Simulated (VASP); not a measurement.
InSb, 2 atoms in the cell. Symmetry: F-43m, No. 216, cubic system. The conventional cell has a = 6.479 Å, b = 6.479 Å, c = 6.479 Å, α = 90.00°, β = 90.00°, γ = 90.00°. Within 3.7 Å of In (site symmetry -43m) lie 4 Sb at 2.81 Å. Within 3.7 Å of Sb (site symmetry -43m) lie 4 In at 2.81 Å. 

* Program: VASP 6.6.1
* Task: single point
* Functional: r2SCAN
* Potentials or basis: VASP PAW PBE potentials, release 64 (In_d, Sb)
* Cutoff: 520 eV
* k mesh: 10 × 10 × 10
* Occupations: gaussian, width 0.01 eV
* Spin: non-collinear spin, zero start, spin-orbit coupling
* Starting moments: [[0.0, 0.0, 0.0], [0.0, 0.0, 0.0]] μB
* Dipole correction: no
* Further INCAR settings: ALGO = Normal; EDIFF = 1e-06; NBANDS = 30

Potentials or basis: VASP PAW PBE potentials, release 64 (In_d, Sb).

Run with:

```sh
$ cat potpaw_PBE.64/In_d/POTCAR potpaw_PBE.64/Sb/POTCAR > POTCAR
$ cp INCAR.step1 INCAR
$ mpirun -np 1 vasp_ncl > vasp.out
$ cp INCAR.step2 INCAR
$ mpirun -np 1 vasp_ncl > vasp.out
```

Hardware: 1 thread of AMD EPYC 9R45 96-Core Processor (Zen 5) (shared host).

Question: Estimate the wall time of this run.

Answer: Run time: 19 min on 1 thread of AMD EPYC 9R45 96-Core Processor (Zen 5) (shared host), peak memory 0.56 GiB. Counts: k points 73.
